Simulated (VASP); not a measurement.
# MgS (I4/mmm) in VASP: further runs

Runs on MgS. Level: PBE. Tasks: single point.

Program: VASP 6.6.1. These are calculated values, not measurements. Logs are shortened: lines on timing, memory, paths and dates and some standing lists are left out, and cuts for length are marked.

## Step 1: The cell of the first run

Symmetry: I4/mmm, No. 139, tetragonal system. Conventional cell: a = 3.587 Å, b = 3.587 Å, c = 5.333 Å, α = 90.00°, β = 90.00°, γ = 90.00°. Within 3.3 Å of Mg (site symmetry 4/mmm) lie 6 S at 2.54 to 2.67 Å. Within 3.3 Å of S (site symmetry 4/mmm) lie 6 Mg at 2.54 to 2.67 Å.

## Step 2: Single point, PBE (strain -0.025 along x and y, +0.025 along z)

The input, INCAR:

```
SYSTEM = MgS
PREC     = Accurate       ! precision mode
ENCUT    = 520            ! plane-wave cutoff, eV
EDIFF    = 1E-7           ! SCF threshold, eV
ISMEAR   = 0              ! smearing method
SIGMA    = 0.05           ! smearing width, eV
LREAL    = .False.        ! projectors in reciprocal space
LASPH    = .True.         ! aspherical terms in the spheres
NELM     = 80             ! most SCF steps
ALGO     = Normal         ! electronic algorithm
ISIF     = 2              ! what is computed and relaxed
LWAVE    = .False.        ! write WAVECAR
LCHARG   = .False.        ! write CHGCAR
GGA      = PE             ! functional
NBANDS   = 11             ! bands
```

The input, KPOINTS:

```
Automatic mesh
0
Gamma
  8 8 8
  0 0 0
```

The input, POSCAR:

```
MgS
1.0
    0.0000000000      2.5366087500      2.6666912500
    2.5366087500      0.0000000000      2.6666912500
    2.5366087500      2.5366087500      0.0000000000
Mg S
1 1
Direct
    0.0000000000      0.0000000000      0.0000000000
    0.5000000000      0.5000000000      0.5000000000
```

Potentials or basis: VASP PAW PBE potentials, release 64 (Mg, S).

On the command line:

```sh
$ cat potpaw_PBE.64/Mg/POTCAR potpaw_PBE.64/S/POTCAR > POTCAR
$ mpirun -np 1 vasp_std > vasp.out
```

OUTCAR:

```text
SYSTEM = MgS
   PREC = Accurate
   ENCUT = 520
   EDIFF = 1E-7
   ISMEAR = 0
   LREAL = .False.
   LASPH = .True.
   NELM = 80
   ISIF = 2
   GGA = PE

 ion  position               nearest neighbor table
   1  0.000  0.000  0.000-   2 2.54   2 2.54   2 2.54   2 2.54   2 2.67   2 2.67
   2  0.500  0.500  0.500-   1 2.54   1 2.54   1 2.54   1 2.54   1 2.67   1 2.67

  LATTYP: Found a body centered tetragonal cell.
 ALAT       =     3.5873064967
 C/A-ratio  =     1.4867373348

  Lattice vectors:

 A1 = (  -2.5366087500,   0.0000000000,   2.6666912500)
 A2 = (   2.5366087500,   0.0000000000,   2.6666912500)
 A3 = (   0.0000000000,   2.5366087500,  -2.6666912500)

Analysis of symmetry for initial positions (statically):
=====================================================================
 Subroutine PRICEL returns:
 Original cell was already a primitive cell.

 Routine SETGRP: Setting up the symmetry group for a
 body centered tetragonal supercell.

 Subroutine GETGRP returns: Found 16 space group operations
 (whereof 16 operations were pure point group operations)
 out of a pool of 16 trial point group operations.

The static configuration has the point symmetry D_4h.

Analysis of symmetry for dynamics (positions and initial velocities):
=====================================================================
 Subroutine PRICEL returns:
 Original cell was already a primitive cell.

 Routine SETGRP: Setting up the symmetry group for a
 body centered tetragonal supercell.

 Subroutine GETGRP returns: Found 16 space group operations
 (whereof 16 operations were pure point group operations)
 out of a pool of 16 trial point group operations.

The dynamic configuration has the point symmetry D_4h.

 Subroutine INISYM returns: Found 16 space group operations
 (whereof 16 operations are pure point group operations),
 and found     1 'primitive' translations

----------------------------------------------------------------------------------------

                                     Primitive cell

  volume of cell :      34.3170

  direct lattice vectors                    reciprocal lattice vectors
     0.000000000  2.536608750  2.666691250    -0.197113567  0.197113567  0.187498272
     2.536608750  0.000000000  2.666691250     0.197113567 -0.197113567  0.187498272
     2.536608750  2.536608750  0.000000000     0.197113567  0.197113567 -0.187498272

  length of vectors
     3.680438313  3.680438313  3.587306497     0.335951066  0.335951066  0.335951066

  position of ions in fractional coordinates (direct lattice)
     0.000000000  0.000000000  0.000000000
     0.500000000  0.500000000  0.500000000

  ion indices of the primitive-cell ions
   primitive index   ion index
                 1           1
                 2           2

----------------------------------------------------------------------------------------

 KPOINTS: Automatic mesh

Automatic generation of k-mesh.
 Grid dimensions read from file:
 generate k-points for:    8    8    8

 Generating k-lattice:

  Cartesian coordinates                     Fractional coordinates (reciprocal lattice)
    -0.024639196  0.024639196  0.023437284     0.125000000 -0.000000000  0.000000000
     0.024639196 -0.024639196  0.023437284    -0.000000000  0.125000000  0.000000000
     0.024639196  0.024639196 -0.023437284     0.000000000  0.000000000  0.125000000

  Length of vectors
     0.041993883  0.041993883  0.041993883

  Shift w.r.t. Gamma in fractional coordinates (k-lattice)
     0.000000000  0.000000000  0.000000000

 Subroutine IBZKPT returns following result:
 ===========================================

 Found     59 irreducible k-points:

 Following reciprocal coordinates:
            Coordinates               Weight
  0.000000  0.000000  0.000000      1.000000
  0.125000 -0.000000  0.000000      8.000000
  0.250000 -0.000000  0.000000      8.000000
  0.375000 -0.000000  0.000000      8.000000
  0.500000 -0.000000  0.000000      4.000000
  0.125000  0.125000  0.000000      2.000000
[... 16 lines left out ...]
  0.250000 -0.000000  0.125000     16.000000
  0.375000  0.000000  0.125000     16.000000
 [... further k-points ...]
   k-points           NKPTS =     59   k-points in BZ     NKDIM =     59   number of bands    NBANDS=     11
   number of dos      NEDOS =    301   number of ions     NIONS =      2
   total plane-waves  NPLWV =  21952
   dimension x,y,z NGX =    28 NGY =   28 NGZ =   28
   dimension x,y,z NGXF=    56 NGYF=   56 NGZF=   56
   ions per type =               1   1
   NGX,Y,Z   is equivalent  to a cutoff of  12.65, 12.65, 12.98 a.u.
   NGXF,Y,Z  is equivalent  to a cutoff of  25.30, 25.30, 25.95 a.u.
 SYSTEM =  MgS
   PREC   = accura    normal or accurate (medium, high low for compatibility)
   ISTART =      0    job   : 0-new  1-cont  2-samecut
   ICHARG =      2    charge: 1-file 2-atom 10-const
   ISPIN  =      1    spin polarized calculation?
   LNONCOLLINEAR =      F non collinear calculations
   LSORBIT =      F    spin-orbit coupling
   LASPH  =      T    aspherical Exc in radial PAW
   ENCUT  =  520.0 eV  38.22 Ry    6.18 a.u.   6.84  6.84  6.67*2*pi/ulx,y,z
   NELM   =     80;   NELMIN=  2; NELMDL= -5     # of ELM steps
   EDIFF  = 0.1E-06   stopping-criterion for ELM
   LREAL  =      F    real-space projection
   EDIFFG = 0.1E-05   stopping-criterion for IOM
   NSW    =      0    number of steps for IOM
   IBRION =     -1    ionic relax: 0-MD 1-quasi-New 2-CG
   NFREE  =      0    steps in history (QN), initial steepest desc. (CG)
   ISIF   =      2    stress and relaxation
   ISYM   =      2    0-nonsym 1-usesym 2-fastsym
   POTIM  = 0.5000    time-step for ionic-motion
   TEBEG  =    0.0;   TEEND  =   0.0 temperature during run
   PSTRESS=    0.0 pullay stress
   NELECT =       8.0000    total number of electrons
   NUPDOWN=      -1.0000    fix difference up-down
   EMIN   =  10.00;   EMAX   =-10.00  energy-range for DOS
   EFERMI =   0.00;   METHOD = LEGACY
   ISMEAR =     0;   SIGMA  =   0.05  broadening in eV -4-tet -1-fermi 0-gaus
   EFERMI_NEDOS =   21; number of points for ismear=-14 and -15
   IALGO  =     38    algorithm
   IMIX   =      4    mixing-type and parameters
     AMIX     =   0.40;   BMIX     =  1.00
     AMIX_MAG =   1.60;   BMIX_MAG =  1.00
  volume/ion in A,a.u.               =      17.16       115.79
  Fermi-wavevector in a.u.,A,eV,Ry     =   1.007554  1.904001 13.812155  1.015165
  Thomas-Fermi vector in A             =   2.140366
   LORBIT       =      0    0 simple, 1 ext, 2 COOP (PROOUT), +10 PAW based schemes
   GGA     = PE    functional components
   LHFCALC =     F    Hartree Fock is set to
   AEXX    =    0.0000 exact exchange contribution
   IVDW    =     0    specifies the selected vdW correction
   LEPSILON=     F    determine dielectric tensor
   LRPA    =     F    only Hartree local field effects (RPA)
 non-spin polarized calculation
 Gauss-broadening in eV      SIGMA  =   0.05
  energy-cutoff  :      520.00
  volume of cell :       34.32
 maximum number of plane-waves:       942
   NGX = 13   NGY = 13   NGZ = 13

 number of electron       7.9999998 magnetization

 Free energy of the ion-electron system (eV)
  ---------------------------------------------------
  ext. energy  EPLUGINS =         0.00000000
  ---------------------------------------------------
  free energy    TOTEN  =        -8.47019272 eV

  energy without entropy =       -8.47019272  energy(sigma->0) =       -8.47019272

 E-fermi :   4.3050     XC(G=0):  -9.7920

 val. band max:        4.0800356683   @ k =   0.0000   0.0000   0.0000
 cond. band min:       6.7178553974   @ k =   0.5000   0.0000   0.5000
 fundamental gap:      2.6378197291
 Fermi energy:         4.3050312596

 k-point     1 :       0.0000    0.0000    0.0000
  band No.  band energies     occupation
      1      -8.8653      2.00000
      2       3.8882      2.00000
      3       3.8882      2.00000
      4       4.0800      2.00000
      5       7.8725      0.00000
      6      11.5571      0.00000
      7      12.0867      0.00000
      8      12.0867      0.00000
      9      13.9735      0.00000
     10      14.6823      0.00000
     11      16.4624      0.00000

 k-point     2 :       0.1250   -0.0000    0.0000
  band No.  band energies     occupation
      1      -8.7078      2.00000
      2       2.8785      2.00000
      3       3.8073      2.00000
      4       3.8929      2.00000
      5       8.6593      0.00000
      6      11.5731      0.00000
      7      11.9748      0.00000
      8      12.3686      0.00000
      9      13.4660      0.00000
     10      13.9897      0.00000
     11      16.7618      0.00000

 k-point     3 :       0.2500   -0.0000    0.0000
  band No.  band energies     occupation
      1      -8.2803      2.00000
      2       1.0788      2.00000
      3       3.5992      2.00000
      4       3.6296      2.00000
      5       9.0020      0.00000
      6      11.5123      0.00000
      7      12.1169      0.00000
      8      12.4082      0.00000
      9      14.2734      0.00000
     10      14.3438      0.00000
     11      16.0793      0.00000
[... 267 lines left out ...]
 k-point    23 :       0.2500   -0.0000    0.1250
  band No.  band energies     occupation
      1      -8.3038      2.00000
      2       1.5337      2.00000
      3       3.2529      2.00000
      4       3.4408      2.00000
      5       9.5696      0.00000
      6      10.8104      0.00000
      7      11.6347      0.00000
      8      12.6393      0.00000
      9      13.7948      0.00000
     10      15.0208      0.00000
     11      17.4372      0.00000

 k-point    24 :       0.3750    0.0000    0.1250
  band No.  band energies     occupation
      1      -7.8019      2.00000
      2       0.0632      2.00000
      3       3.0358      2.00000
      4       3.1037      2.00000
      5       9.2321      0.00000
      6      10.7936      0.00000
      7      11.9357      0.00000
      8      12.3362      0.00000
      9      15.4978      0.00000
     10      16.9422      0.00000
     11      17.1926      0.00000

 [... further k-points ...]

------------------------ aborting loop because EDIFF is reached ----------------------------------------

  FORCE on cell =-STRESS in cart. coord.  units (eV):
  Direction    XX          YY          ZZ          XY          YZ          ZX
  --------------------------------------------------------------------------------------
  -------------------------------------------------------------------------------------
  Total        1.1404020      1.1404020     -0.0798105      0.0000000      0.0000000     -0.0000000
  in kB       53.2425479     53.2425479     -3.7261530      0.0000000      0.0000000     -0.0000000
  external PRESSURE =      34.2529810 kB  Pullay stress =       0.0000000 kB

 VOLUME and BASIS-vectors are now :
 -----------------------------------------------------------------------------
  energy-cutoff  :      520.00
  volume of cell :       34.32
      direct lattice vectors                 reciprocal lattice vectors
     0.000000000  2.536608750  2.666691250    -0.197113567  0.197113567  0.187498272
     2.536608750  0.000000000  2.666691250     0.197113567 -0.197113567  0.187498272
     2.536608750  2.536608750  0.000000000     0.197113567  0.197113567 -0.187498272

 POSITION                                       TOTAL-FORCE (eV/Angst)
 -----------------------------------------------------------------------------------
      0.00000      0.00000      0.00000         0.000000     -0.000000      0.000000
      2.53661      2.53661      2.66669        -0.000000      0.000000     -0.000000
 -----------------------------------------------------------------------------------
    total drift:                                0.000000      0.000000      0.000000

  FREE ENERGIE OF THE ION-ELECTRON SYSTEM (eV)
  ---------------------------------------------------
  free  energy   TOTEN  =        -8.4701927161 eV

  energy  without entropy=       -8.4701927161  energy(sigma->0) =       -8.47019272
```

Run time: 13 s. Hardware: 1 thread of Intel Xeon 6975P-C, shared host; peak memory 0.17 GiB.

Results:

| Property | Result |
| --- | --- |
| Free energy | -8.4702 eV |
| Pressure | 3.4 GPa |
| Band gap on the k mesh | 2.64 eV, indirect (least direct gap 3.79 eV) |

Caveat: the cell differs from its parent crystal (strain -0.025 along x and y, +0.025 along z). A k mesh can miss the band edges.

## Step 3: Single point, PBE (strain +0.000 along x and y, +0.025 along z)

The input, INCAR:

```
PREC = Accurate ; ENCUT = 520
EDIFF = 1E-7 ; ISMEAR = 0
SIGMA = 0.05 ; LREAL = F
LASPH = T ; NELM = 60
ALGO = Normal ; ISIF = 2
LWAVE = F ; LCHARG = T
GGA = PE ; LELF = T
LVHAR = T ; NBANDS = 11
```

The input, KPOINTS:

```
regular mesh
0
Gamma
  8 8 8
```

The input, POSCAR:

```
MgS
1.0
    0.0000000000      2.6016500000      2.6666912500
    2.6016500000      0.0000000000      2.6666912500
    2.6016500000      2.6016500000      0.0000000000
Mg S
1 1
Direct
    0.0000000000      0.0000000000      0.0000000000
    0.5000000000      0.5000000000      0.5000000000
```

Potentials or basis: VASP PAW PBE potentials, release 64 (Mg, S).

On the command line:

```sh
$ cat potpaw_PBE.64/Mg/POTCAR potpaw_PBE.64/S/POTCAR > POTCAR
$ mpirun -np 1 vasp_std > vasp.out
```

Wall time 17 s (1 thread of Intel Xeon 6975P-C, shared host); peak memory 0.17 GiB.

The run converged. Its results:

```
Free energy            : -8.4976 eV
Pressure               : -0.9 GPa
Band gap on the k mesh : 2.62 eV, indirect (least direct gap 3.45 eV)
```

Stress tensor (GPa, compression positive):
```
-0.16  0.00  0.00
 0.00 -0.16  0.00
 0.00  0.00 -2.33
```

Levels at points of the mesh, in eV from the valence-band top:
```csv
k point,band 1,band 2,band 3,band 4,band 5,band 6,band 7,band 8,band 9
"(0.00, 0.00, 0.00)",-12.60,-0.10,-0.10,0.00,3.45,7.74,7.99,7.99,10.08
"(0.50, 0.00, 0.00)",-11.35,-4.77,-0.66,-0.60,4.44,6.70,6.94,9.78,11.95
"(0.50, 0.50, 0.00)",-11.06,-4.15,-1.62,-1.62,2.74,4.46,11.52,12.64,13.17
"(0.50, 0.00, 0.50)",-10.97,-4.12,-1.83,-1.62,2.62,4.38,11.78,12.67,12.69
```

Caveat: the cell differs from its parent crystal (strain +0.000 along x and y, +0.025 along z). A k mesh can miss the band edges.
